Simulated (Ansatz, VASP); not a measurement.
Pb: VASP beside Ansatz

POSCAR

```
Pb
1.0
   -1.9796595667      1.9796595667      1.9796595667
    1.9796595667     -1.9796595667      1.9796595667
    1.9796595667      1.9796595667     -1.9796595667
Pb
1
Direct
    0.0000000000      0.0000000000      0.0000000000
```

The input INCAR.step1:

```
  PREC = Accurate
  ENCUT = 520
  ISMEAR = -1
  SIGMA = 0.05
  LREAL = False
  LASPH = True
  NELM = 80
  NBANDS = 13
  GGA = PE
  ALGO = Normal
  EDIFF = 1E-4
  LWAVE = True
  LCHARG = False
```

Contents of INCAR.step2:

```
  PREC = Accurate
  ENCUT = 520
  EDIFF = 1E-6
  ISMEAR = -1
  SIGMA = 0.05
  LREAL = False
  LASPH = True
  NELM = 80
  ALGO = Normal
  ISIF = 2
  LWAVE = False
  LCHARG = False
  METAGGA = R2SCAN
  LMIXTAU = True
  NBANDS = 13
  ISTART = 1
```

The input KPOINTS:

```
Automatic mesh
0
Gamma
  9 9 9
```

The input input.yaml:

```yaml
crystal:
  lattice:
    - [-1.9796595667, 1.9796595667, 1.9796595667]
    - [1.9796595667, -1.9796595667, 1.9796595667]
    - [1.9796595667, 1.9796595667, -1.9796595667]
  atoms:
    - { symbol: Pb, position: [0.0, 0.0, 0.0] }
hamiltonian:
  xc: r2scan
  pseudopotentials: { kind: paw }
kpoints:
  mp_grid: { grid: [9, 9, 9] }
scf:
  occupations: { method: fermi_dirac, width: 0.05 }
output:
  forces: true
  stress: true
  eigenvalues: true
```

Alike in both runs: task single point; functional r2SCAN; k mesh 9 × 9 × 9; occupations fermi-dirac, width 0.05 eV; no spin polarisation.

|  | VASP | Ansatz |
| --- | --- | --- |
| version | VASP 6.6.1 | Ansatz 0.2.0 |
| potentials or method | VASP PAW PBE potentials, release 64 (Pb_d) | Ansatz PAW |
| plane-wave cutoff (eV) | 520 | 500 |
| valence electrons in the cell | 14 | 14 |

|  | VASP | Ansatz | Ansatz less VASP |
| --- | --- | --- | --- |
| gap on the k mesh at the Fermi level (eV) | none | none | - |
| pressure (GPa) | -0.4 | -0.4 | +0.01 |

VASP's potentials were made for PBE, not for r2SCAN. A gap of «none» marks a metal or a gap that the smearing closes. With one functional, cell and mesh, what is left measures potentials, basis and numerics.

Spin-orbit coupling is off throughout.
